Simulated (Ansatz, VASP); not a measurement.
One calculation of ZnCd2SeS2, two programs

```
Zn Cd Se S
1.0
     6.17797   -3.58807    0.00000
     6.17797    3.58807    0.00000
     0.00000    0.00000    6.76650
Zn Cd Se S
2 4 2 4
Cartesian
  6.1780 -2.3683 6.6946
  6.1780 2.3683 3.3113
  4.0906 1.1752 0.0445
  4.0906 -1.1752 3.4277
  8.2653 1.1752 0.0445
  8.2653 -1.1752 3.4277
  6.1780 2.5059 5.7953
  6.1780 -2.5059 2.4121
  4.2184 -1.2492 6.0019
  8.1375 -1.2492 6.0019
  4.2184 1.2492 2.6187
  8.1375 1.2492 2.6187
```

Alike in both runs: functional PBE; k mesh 2 × 2 × 2; occupations gaussian, width 0.15 eV; no spin polarisation.

Ansatz relaxed the structure, and its values are those at the end. VASP's run is a single point on that final structure, the one shown.

|  | VASP | Ansatz |
| --- | --- | --- |
| version | VASP 6.6.1 | Ansatz 0.2.0 |
| potentials or method | VASP PAW PBE potentials, release 64 (Zn, Cd, Se, S), cutoff 520 eV | scalar-relativistic, plane waves, PAW |
| valence electrons in the cell | 108 | 160 |

```tsv
	VASP	Ansatz	Ansatz less VASP
gap on the k mesh at the Fermi level (eV)	1.12	1.12	-0.002
least direct gap on the mesh (eV)	1.12	1.12	-0.002
pressure (GPa)	0.4	0.1	-0.25
rms of the force components (eV/Å)	0.036	0.036	-0.0007
```

VASP's potentials hold 108 valence electrons a cell and Ansatz's 160, so a difference there can come from the potentials and not from the codes.

The k mesh is coarse, so the values compare programs but aren't converged.
